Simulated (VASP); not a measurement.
# FeO (R-3m) in VASP: further runs

FeO is run at these levels: LDA; tasks: single point.

Everything below comes from runs of VASP 6.6.1. Logs are shortened: lines on timing, memory, paths and dates and some standing lists are left out, and cuts for length are marked.

### Step 1. The cell of the first run

It takes space group R-3m (No. 166, trigonal). The conventional cell has a = 3.017 Å, b = 3.017 Å, c = 7.508 Å, α = 90.00°, β = 90.00°, γ = 120.00°. Within 2.8 Å of Fe (site symmetry -3m) lie 6 O at 2.14 Å. Within 2.8 Å of O (site symmetry -3m) lie 6 Fe at 2.14 Å.

### Step 2. Single point, LDA, collinear spin, ferromagnetic start (9.87 Å³/atom)

INCAR

```
PREC = Accurate
ENCUT = 520
EDIFF = 1E-6
ISMEAR = -1
SIGMA = 0.05
LREAL = False
LASPH = True
NELM = 150
ALGO = Normal
ISIF = 2
LWAVE = False
LCHARG = False
ISPIN = 2
MAGMOM = 3 0
LORBIT = 11
LMAXMIX = 4
NBANDS = 18
```

KPOINTS

```
Automatic mesh
0
Gamma
  11 11 11
```

POSCAR

```
FeO
1.0
    1.5086271663      0.8710063006      2.5026668604
   -1.5086271663      0.8710063006      2.5026668604
    0.0000000000     -1.7420126011      2.5026668604
Fe O
1 1
Direct
    0.0000000000      0.0000000000      0.0000000000
    0.5000000000      0.5000000000      0.5000000000
```

Potentials or basis: VASP PAW LDA potentials, release 64 (Fe, O).

Command:

```
$ cat potpaw_LDA.64/Fe/POTCAR potpaw_LDA.64/O/POTCAR > POTCAR
$ mpirun -np 1 vasp_std > vasp.out
```

OUTCAR:

```text
PREC = Accurate
   ENCUT = 520
   EDIFF = 1E-6
   ISMEAR = -1
   LREAL = False
   LASPH = True
   NELM = 150
   ISIF = 2
   ISPIN = 2
   LORBIT = 11

 ion  position               nearest neighbor table
   1  0.000  0.000  0.000-   2 2.14   2 2.14   2 2.14   2 2.14   2 2.14   2 2.14
   2  0.500  0.500  0.500-   1 2.14   1 2.14   1 2.14   1 2.14   1 2.14   1 2.14

  LATTYP: Found a trigonal (rhomboedric) cell.
 ALAT       =     3.0492538951
 COS(alpha) =     0.5104391626

  Lattice vectors:

 A1 = (   1.5086271663,   0.8710063006,   2.5026668604)
 A2 = (  -1.5086271663,   0.8710063006,   2.5026668604)
 A3 = (   0.0000000000,  -1.7420126011,   2.5026668604)

Analysis of symmetry for initial positions (statically):
=====================================================================
 Subroutine PRICEL returns:
 Original cell was already a primitive cell.

 Routine SETGRP: Setting up the symmetry group for a
 trigonal (rhombohedral) supercell.

 Subroutine GETGRP returns: Found 12 space group operations
 (whereof 12 operations were pure point group operations)
 out of a pool of 12 trial point group operations.

The static configuration has the point symmetry D_3d.

Analysis of symmetry for dynamics (positions and initial velocities):
=====================================================================
 Subroutine PRICEL returns:
 Original cell was already a primitive cell.

 Routine SETGRP: Setting up the symmetry group for a
 trigonal (rhombohedral) supercell.

 Subroutine GETGRP returns: Found 12 space group operations
 (whereof 12 operations were pure point group operations)
 out of a pool of 12 trial point group operations.

The dynamic configuration has the point symmetry D_3d.

Analysis of structural, dynamic, and magnetic symmetry:
=====================================================================
 Subroutine PRICEL returns:
 Original cell was already a primitive cell.

 Routine SETGRP: Setting up the symmetry group for a
 trigonal (rhombohedral) supercell.

 Subroutine GETGRP returns: Found 12 space group operations
 (whereof 12 operations were pure point group operations)
 out of a pool of 12 trial point group operations.

The overall configuration has the point symmetry D_3d.

 Subroutine INISYM returns: Found 12 space group operations
 (whereof 12 operations are pure point group operations),
 and found     1 'primitive' translations

----------------------------------------------------------------------------------------

                                     Primitive cell

  volume of cell :      19.7314

  direct lattice vectors                    reciprocal lattice vectors
     1.508627166  0.871006301  2.502666860     0.331427149  0.191349553  0.133191252
    -1.508627166  0.871006301  2.502666860    -0.331427149  0.191349553  0.133191252
     0.000000000 -1.742012601  2.502666860     0.000000000 -0.382699107  0.133191252

  length of vectors
     3.049253895  3.049253895  3.049253895     0.405214161  0.405214161  0.405214161

  position of ions in fractional coordinates (direct lattice)
     0.000000000  0.000000000  0.000000000
     0.500000000  0.500000000  0.500000000

  ion indices of the primitive-cell ions
   primitive index   ion index
                 1           1
                 2           2

----------------------------------------------------------------------------------------

 KPOINTS: Automatic mesh

Automatic generation of k-mesh.
 Grid dimensions read from file:
 generate k-points for:   11   11   11

 Generating k-lattice:

  Cartesian coordinates                     Fractional coordinates (reciprocal lattice)
     0.030129741  0.017395414  0.012108296     0.090909091 -0.000000000 -0.000000000
    -0.030129741  0.017395414  0.012108296    -0.000000000  0.090909091 -0.000000000
     0.000000000 -0.034790828  0.012108296     0.000000000  0.000000000  0.090909091

  Length of vectors
     0.036837651  0.036837651  0.036837651

  Shift w.r.t. Gamma in fractional coordinates (k-lattice)
     0.000000000  0.000000000  0.000000000

 Subroutine IBZKPT returns following result:
 ===========================================

 Found    146 irreducible k-points:

 Following reciprocal coordinates:
            Coordinates               Weight
  0.000000  0.000000  0.000000      1.000000
  0.090909 -0.000000 -0.000000      6.000000
  0.181818  0.000000 -0.000000      6.000000
  0.272727 -0.000000 -0.000000      6.000000
  0.363636 -0.000000 -0.000000      6.000000
  0.454545 -0.000000 -0.000000      6.000000
[... 16 lines left out ...]
 -0.272727  0.181818  0.000000     12.000000
 -0.181818  0.181818  0.000000      6.000000
 [... further k-points ...]
   k-points           NKPTS =    146   k-points in BZ     NKDIM =    146   number of bands    NBANDS=     18
   number of dos      NEDOS =    301   number of ions     NIONS =      2
   total plane-waves  NPLWV =  13824
   dimension x,y,z NGX =    24 NGY =   24 NGZ =   24
   dimension x,y,z NGXF=    48 NGYF=   48 NGZF=   48
   ions per type =               1   1
   NGX,Y,Z   is equivalent  to a cutoff of  13.08, 13.08, 13.08 a.u.
   NGXF,Y,Z  is equivalent  to a cutoff of  26.17, 26.17, 26.17 a.u.
 SYSTEM =  unknown system
   PREC   = accura    normal or accurate (medium, high low for compatibility)
   ISTART =      0    job   : 0-new  1-cont  2-samecut
   ICHARG =      2    charge: 1-file 2-atom 10-const
   ISPIN  =      2    spin polarized calculation?
   LNONCOLLINEAR =      F non collinear calculations
   LSORBIT =      F    spin-orbit coupling
   LASPH  =      T    aspherical Exc in radial PAW
   ENCUT  =  520.0 eV  38.22 Ry    6.18 a.u.   5.67  5.67  5.67*2*pi/ulx,y,z
   NELM   =    150;   NELMIN=  2; NELMDL= -5     # of ELM steps
   EDIFF  = 0.1E-05   stopping-criterion for ELM
   LREAL  =      F    real-space projection
   EDIFFG = 0.1E-04   stopping-criterion for IOM
   NSW    =      0    number of steps for IOM
   IBRION =     -1    ionic relax: 0-MD 1-quasi-New 2-CG
   NFREE  =      0    steps in history (QN), initial steepest desc. (CG)
   ISIF   =      2    stress and relaxation
   ISYM   =      2    0-nonsym 1-usesym 2-fastsym
   POTIM  = 0.5000    time-step for ionic-motion
   TEBEG  =    0.0;   TEEND  =   0.0 temperature during run
   PSTRESS=    0.0 pullay stress
   NELECT =      14.0000    total number of electrons
   NUPDOWN=      -1.0000    fix difference up-down
   EMIN   =  10.00;   EMAX   =-10.00  energy-range for DOS
   EFERMI =   0.00;   METHOD = LEGACY
   ISMEAR =    -1;   SIGMA  =   0.05  broadening in eV -4-tet -1-fermi 0-gaus
   EFERMI_NEDOS =   21; number of points for ismear=-14 and -15
   IALGO  =     38    algorithm
   IMIX   =      4    mixing-type and parameters
     AMIX     =   0.40;   BMIX     =  1.00
     AMIX_MAG =   1.60;   BMIX_MAG =  1.00
  volume/ion in A,a.u.               =       9.87        66.58
  Fermi-wavevector in a.u.,A,eV,Ry     =   1.460153  2.759289 29.008254  2.132047
  Thomas-Fermi vector in A             =   2.576636
   LORBIT       =     11    0 simple, 1 ext, 2 COOP (PROOUT), +10 PAW based schemes
   GGA     = CA    functional components
   LHFCALC =     F    Hartree Fock is set to
   AEXX    =    0.0000 exact exchange contribution
   IVDW    =     0    specifies the selected vdW correction
   LEPSILON=     F    determine dielectric tensor
   LRPA    =     F    only Hartree local field effects (RPA)
 spin polarized calculation
  energy-cutoff  :      520.00
  volume of cell :       19.73
 maximum number of plane-waves:       544
   NGX = 11   NGY = 11   NGZ = 11

 number of electron      13.9999997 magnetization       3.9794463

 Free energy of the ion-electron system (eV)
  ---------------------------------------------------
  ext. energy  EPLUGINS =         0.00000000
  ---------------------------------------------------
  free energy    TOTEN  =       -16.43285331 eV

  energy without entropy =      -16.41930611  energy(sigma->0) =      -16.42607971

 E-fermi :   5.9805     XC(G=0): -12.7042

 val. band max:        5.9781158656   @ k =   0.2727   0.1818   0.1818
 cond. band min:       5.9808599915   @ k =   0.2727   0.0909   0.0000
 fundamental gap:      0.0027441259
 Fermi energy:         5.9804843876

 spin component 1

 k-point     1 :       0.0000    0.0000    0.0000
  band No.  band energies     occupation
      1     -14.5104      1.00000
      2       2.1254      1.00000
      3       2.2291      1.00000
      4       2.2291      1.00000
      5       2.3115      1.00000
      6       2.3785      1.00000
[... 10 lines left out ...]
     17      26.9510      0.00000
     18      29.8839      0.00000
[... 463 lines left out ...]
 k-point    24 :      -0.1818    0.1818    0.0000
  band No.  band energies     occupation
      1     -13.7447      1.00000
      2      -1.2765      1.00000
      3      -0.1623      1.00000
      4       0.3451      1.00000
      5       2.7181      1.00000
      6       3.0817      1.00000
[... 10 lines left out ...]
     17      32.8800      0.00000
     18      34.5808      0.00000

 [... further k-points ...]

 spin component 2

 k-point     1 :       0.0000    0.0000    0.0000
  band No.  band energies     occupation
      1     -13.9355      1.00000
      2       2.7360      1.00000
      3       2.8426      1.00000
      4       2.8426      1.00000
      5       5.1549      1.00000
      6       5.2437      1.00000
[... 10 lines left out ...]
     17      28.2417      0.00000
     18      31.0340      0.00000
[... 463 lines left out ...]
 k-point    24 :      -0.1818    0.1818    0.0000
  band No.  band energies     occupation
      1     -13.1606      1.00000
      2      -0.4071      1.00000
      3       1.1952      1.00000
      4       1.3604      1.00000
      5       5.6933      0.99680
      6       5.9460      0.66596
[... 10 lines left out ...]
     17      33.7318      0.00000
     18      35.3647      0.00000

 [... further k-points ...]

------------------------ aborting loop because EDIFF is reached ----------------------------------------

  FORCE on cell =-STRESS in cart. coord.  units (eV):
  Direction    XX          YY          ZZ          XY          YZ          ZX
  --------------------------------------------------------------------------------------
  -------------------------------------------------------------------------------------
  Total       -1.5752388     -1.5752388     -1.7045929      0.0000000     -0.0000000      0.0000000
  in kB     -127.9085220   -127.9085220   -138.4119990      0.0000000     -0.0000000      0.0000000
  external PRESSURE =    -131.4096810 kB  Pullay stress =       0.0000000 kB

 VOLUME and BASIS-vectors are now :
 -----------------------------------------------------------------------------
  energy-cutoff  :      520.00
  volume of cell :       19.73
      direct lattice vectors                 reciprocal lattice vectors
     1.508627166  0.871006301  2.502666860     0.331427149  0.191349553  0.133191252
    -1.508627166  0.871006301  2.502666860    -0.331427149  0.191349553  0.133191252
     0.000000000 -1.742012601  2.502666860     0.000000000 -0.382699107  0.133191252

 POSITION                                       TOTAL-FORCE (eV/Angst)
 -----------------------------------------------------------------------------------
      0.00000      0.00000      0.00000        -0.000000     -0.000000      0.000000
      0.00000      0.00000      3.75400         0.000000      0.000000      0.000000
 -----------------------------------------------------------------------------------
    total drift:                               -0.000000      0.000000     -0.000000

  FREE ENERGIE OF THE ION-ELECTRON SYSTEM (eV)
  ---------------------------------------------------
  free  energy   TOTEN  =       -16.4328533068 eV

  energy  without entropy=      -16.4193061059  energy(sigma->0) =      -16.42607971

 total charge

# of ion       s       p       d       tot
------------------------------------------
    1        0.297   0.374   6.120   6.791
    2        1.544   3.416   0.000   4.960
--------------------------------------------------
tot          1.842   3.790   6.120  11.751

 magnetization (x)

# of ion       s       p       d       tot
------------------------------------------
    1        0.024   0.021   3.513   3.559
    2        0.031   0.285   0.000   0.316
--------------------------------------------------
tot          0.055   0.307   3.513   3.875
```

Wall time 64 s (1 thread of Intel Xeon Platinum 8259CL at 2.50GHz (Skylake/Cascade Lake), shared host); peak memory 0.19 GiB.

Results:

| Quantity | Value |
| --- | --- |
| Free energy | -16.4329 eV |
| Pressure | -13.1 GPa |
| Band gap on the k mesh | zero (filled and empty bands overlap) |
| Net moment | 3.98 μB per cell |
| Site moments | Fe +3.56; O +0.32 μB |
| Valence electrons inside the program's atomic spheres | Fe 6.79; O 4.96 |

Stress tensor (GPa, compression positive):
```
-12.79   0.00   0.00
  0.00 -12.79   0.00
  0.00   0.00 -13.84
```

Levels at points of the mesh, in eV from the Fermi level:
Spin up:
```tsv
k point	band 5	band 6	band 7	band 8	band 9	band 10	band 11	band 12	band 13	band 14
(0.00, 0.00, 0.00)	-3.67	-3.60	-3.60	-3.34	-3.34	0.33	15.45	16.86	17.27	17.27
```
Spin down:
```
           k point  band 2  band 3  band 4  band 5  band 6  band 7  band 8  band 9
(0.00, 0.00, 0.00)   -3.24   -3.14   -3.14   -0.83   -0.74   -0.74   -0.03   -0.03
```

Caveat: the cell stands under tension; a cell with one magnetic atom can't hold antiferromagnetic order, which such compounds often take; semilocal functionals often make such compounds metallic where correlation or magnetic order opens a gap, which also shifts bond lengths.

### Step 3. Single point, LDA, collinear spin, ferromagnetic start (10.07 Å³/atom)

This run uses another cell than the first one, of 10.07 Å³/atom.

INCAR

```
SYSTEM = FeO
ALGO = Normal
EDIFF = 1E-6
ENCUT = 520
ISIF = 2
ISMEAR = -1
ISPIN = 2
LASPH = .True.
LCHARG = .False.
LMAXMIX = 4
LORBIT = 11
LREAL = .False.
LWAVE = .False.
MAGMOM = 3 0
NBANDS = 18
NELM = 150
PREC = Accurate
SIGMA = 0.05
```

KPOINTS

```
k-points
0
Gamma
  11 11 11
  0 0 0
```

POSCAR

```
FeO
1.0
    1.5188209023      0.8768916568      2.5195772846
   -1.5188209023      0.8768916568      2.5195772846
    0.0000000000     -1.7537833136      2.5195772846
Fe O
1 1
Direct
    0.0000000000      0.0000000000      0.0000000000
    0.5000000000      0.5000000000      0.5000000000
```

Potentials or basis: VASP PAW LDA potentials, release 64 (Fe, O).

Command:

```
$ cat potpaw_LDA.64/Fe/POTCAR potpaw_LDA.64/O/POTCAR > POTCAR
$ mpirun -np 1 vasp_std > vasp.out
```

It took 87 s on 1 thread of Intel Xeon Platinum 8259CL at 2.50GHz (Skylake/Cascade Lake), shared host; peak memory 0.2 GiB.

It converged, with:

```yaml
Free_energy: -16.3966 eV
Pressure: -16.2 GPa
Band_gap_on_the_k_mesh: zero (filled and empty bands overlap)
Net_moment: 3.99 μB per cell
Site_moments: Fe +3.57; O +0.32 μB
Valence_electrons_inside_the_program's_atomic_spheres: Fe 6.76; O 4.95
```

Stress tensor (GPa, compression positive):
```
-15.83   0.00   0.00
  0.00 -15.83   0.00
  0.00   0.00 -16.96
```

Levels at points of the mesh, in eV from the Fermi level:
Spin up:
| k point | band 5 | band 6 | band 7 | band 8 | band 9 | band 10 | band 11 | band 12 | band 13 | band 14 |
| --- | --- | --- | --- | --- | --- | --- | --- | --- | --- | --- |
| (0.00, 0.00, 0.00) | -3.65 | -3.59 | -3.59 | -3.34 | -3.34 | 0.21 | 15.38 | 16.70 | 17.10 | 17.10 |
Spin down:
```tsv
k point	band 3	band 4	band 5	band 6	band 7	band 8
(0.00, 0.00, 0.00)	-3.07	-3.07	-0.79	-0.71	-0.71	-0.01
```

Caveat: the cell stands under tension; a cell with one magnetic atom can't hold antiferromagnetic order, which such compounds often take; semilocal functionals often make such compounds metallic where correlation or magnetic order opens a gap, which also shifts bond lengths. With open d or f shells a metallic result of LDA can be an artefact of self-interaction; +U or a hybrid may open a gap.
